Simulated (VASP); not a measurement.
Runs of VASP 6.6.1 on BF. Symmetry: Fm-3m, No. 225, cubic system. Conventional cell: a = 4.153 Å, b = 4.153 Å, c = 4.153 Å, α = 90.00°, β = 90.00°, γ = 90.00°. F (site symmetry m-3m) has 6 B at 2.08 Å within 2.7 Å. Within 2.7 Å of B (site symmetry m-3m) lie 6 F at 2.08 Å. 

```tsv
level	k mesh	smearing	gap on the mesh (eV)	pressure (GPa)
RPBE	7 × 7 × 7	methfessel-paxton 0.0519 eV	0.10	36.7
PBE	7 × 7 × 7	methfessel-paxton 0.0519 eV	0.13	31.7
PBE	9 × 9 × 9	methfessel-paxton 0.0519 eV	0.62	(a)
PBE	7 × 7 × 7	methfessel-paxton 0.0171 eV	0.13	31.7
```

Alike in all rows: task single point; potentials or basis VASP PAW PBE potentials, release 64 (F, B); no spin polarisation; cell as given; cutoff (eV) 600.

Estimate the missing entries.

(a) 33.1.

Caveats: the cell stands under pressure; an odd mesh through Γ misses points on the zone boundary, where band edges can lie; the PAW data sets were made with another functional, which shifts forces and pressure a little (at least some runs).
